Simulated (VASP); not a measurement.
Write the native input for VASP 6.6.1 that does the following.

* Task: single point
* Functional: PBE
* Potentials or basis: VASP PAW PBE potentials, release 64 (Ba_sv, Te)
* Cutoff: 520 eV
* k mesh: 6 × 6 × 1
* Occupations: gaussian, width 0.1 eV
* Spin: no spin polarisation
* Dipole correction: no
* Further INCAR settings: ALGO = Normal; EDIFF = 1e-07; NBANDS = 42

The structure of BaTe lies in POSCAR:

```
BaTe
1.0
    4.8678477300      0.0000000000      0.0000000000
   -2.4339238700      4.2156798000      0.0000000000
    0.0000000000      0.0000000000     18.6549889600
Ba Te
4 4
Direct
    0.6666666700      0.3333333300      0.8771510100
    0.3333333300      0.6666666700      0.1228489900
    0.3333333300      0.6666666700      0.3771510100
    0.6666666700      0.3333333300      0.6228489900
    0.0000000000      0.0000000000      0.0000000000
    0.0000000000      0.0000000000      0.5000000000
    0.6666666700      0.3333333300      0.2500000000
    0.3333333300      0.6666666700      0.7500000000
```

The cell was generated, and may not be a known phase.

One way to write it, as run:

INCAR

```
PREC = Accurate
ENCUT = 520
EDIFF = 1E-7
ISMEAR = 0
SIGMA = 0.1
LREAL = F
LASPH = T
NELM = 60
ALGO = Normal
ISIF = 2
LWAVE = F
LCHARG = F
GGA = PE
NBANDS = 42
```

KPOINTS

```
Automatic mesh
0
Gamma
  6 6 1
```

Potentials or basis: VASP PAW PBE potentials, release 64 (Ba_sv, Te).

Run with:

```bash
$ cat potpaw_PBE.64/Ba_sv/POTCAR potpaw_PBE.64/Te/POTCAR > POTCAR
$ mpirun -np 1 vasp_std > vasp.out
```

It gave:

```json
{
 "Pressure": "-1.8 GPa",
 "Largest force": "0.102 eV/Å",
 "Band gap on the k mesh": "1.49 eV"
}
```

Caveat: spin-orbit coupling is left out, which moves the levels of the heavy elements.

Run time: 3 min on 1 thread of Oxide Virtual Turin-like Processor (shared host), peak memory 0.44 GiB.
